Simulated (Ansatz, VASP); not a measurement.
## CoO in VASP and in Ansatz

```
Co O
1.0
     0.00000    2.24956    2.24956
     2.24956    0.00000    2.24956
     2.24956    2.24956    0.00000
Co O
1 1
Direct
  0.00000 0.00000 0.00000
  0.25000 0.25000 0.25000
```

Alike in both runs: task electric field gradients; functional PBE; k mesh 13 × 13 × 13; occupations fermi-dirac, width 0.05 eV; collinear spin.

```csv
,VASP,Ansatz
version,VASP 6.6.1,Ansatz 0.2.0
potentials or method,"VASP PAW PBE potentials, release 64 (Co, O)","PAW with Ansatz's default frozen-core files, scalar-relativistic"
plane-wave cutoff (eV),520,420
valence electrons in the cell,15,23
```

|  | VASP | Ansatz | Ansatz less VASP |
| --- | --- | --- | --- |
| pressure (GPa) | -0.1 | 0.0 | +0.14 |
| net moment per atom (μB) | 1.37 | 1.38 | +0.009 |
| size of the moment on the site where the two differ most (μB) | 2.36 | 2.22 | -0.142 |

Site moments also hang on the region over which each program counts them. The functional is the same, so the differences come from potentials, cutoffs and numerics. VASP's potentials hold 15 valence electrons a cell and Ansatz's 23, so a difference there can come from the potentials and not from the codes.
